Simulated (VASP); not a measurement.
Here is a VASP 6.6.1 calculation.

File INCAR:

```
SYSTEM = SrO
ALGO     = Normal         ! electronic algorithm
EDIFF    = 1E-7           ! SCF threshold, eV
ENCUT    = 520            ! plane-wave cutoff, eV
GGA      = PS             ! functional
ISIF     = 2              ! what is computed and relaxed
ISMEAR   = 0              ! smearing method
LASPH    = .TRUE.         ! aspherical terms in the spheres
LCHARG   = .FALSE.        ! write CHGCAR
LREAL    = .FALSE.        ! projectors in reciprocal space
LWAVE    = .FALSE.        ! write WAVECAR
NBANDS   = 15             ! bands
NELM     = 80             ! most SCF steps
PREC     = Accurate       ! precision mode
SIGMA    = 0.1            ! smearing width, eV
```

The input KPOINTS:

```
k-points
0
G
  6 6 6
  0 0 0
```

POSCAR

```
SrO
1.0
    0.0000000000      2.5800000000      2.5800000000
    2.5800000000      0.0000000000      2.5800000000
    2.5800000000      2.5800000000      0.0000000000
Sr O
1 1
Direct
    0.0000000000      0.0000000000      0.0000000000
    0.5000000000      0.5000000000      0.5000000000
```

Potentials or basis: VASP PAW PBE potentials, release 64 (Sr_sv, O).

Launch:

```console
$ cat potpaw_PBE.64/Sr_sv/POTCAR potpaw_PBE.64/O/POTCAR > POTCAR
$ mpirun -np 1 vasp_std > vasp.out
```

Problem. What does it give for the band gap on the k mesh?

Solution. 3.16 eV, indirect (least direct gap 3.26 eV).

Problem. What does it give for the pressure?

Solution. -1.4 GPa.

Caveat: the PAW data sets were made with another functional, which shifts forces and pressure a little. As with any semilocal functional, this PBEsol gap is likely too small.
